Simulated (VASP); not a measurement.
**Ge: single point with PBE**

Crystal: Ge.

```
Ge
1.0
     4.00068    0.00000    0.00000
     2.00034    3.46469    0.00000
     2.00034    1.15490    3.26654
Ge
2
Cartesian
  0.0000 0.0000 0.0000
  2.0003 1.1549 0.8166
```

| Item | Value |
| --- | --- |
| Program | VASP 6.6.1 |
| Task | single point |
| Functional | PBE |
| Potentials or basis | VASP PAW PBE potentials, release 64 (Ge_d) |
| Cutoff | 500 eV |
| k mesh | 4 × 4 × 4 |
| Occupations | gaussian, width 0.01 eV |
| Spin | no spin polarisation |
| Dipole correction | no |
| Further INCAR settings | ALGO = Normal; EDIFF = 1e-06; NBANDS = 21 |

```
Pressure               : 3.5 GPa
Band gap on the k mesh : 0.04 eV, direct
```

Levels at points of the mesh, in eV from the valence-band top:
```tsv
k point	band 11	band 12	band 13	band 14	band 15	band 16	band 17	band 18
(0.00, 0.00, 0.00)	-12.78	0.00	0.00	0.00	0.04	2.54	2.54	2.54
(0.50, 0.00, 0.00)	-10.68	-7.60	-1.41	-1.41	0.18	3.73	3.73	7.14
(0.50, 0.50, 0.00)	-8.89	-8.89	-3.08	-3.08	0.75	0.75	9.51	9.51
```

Run time: 20 s on 1 thread of Intel Xeon 8259CL, on a shared host, peak memory 0.16 GiB.

Caveat: the k points lie up to 0.48 Å⁻¹ apart. A k mesh can miss the band edges.
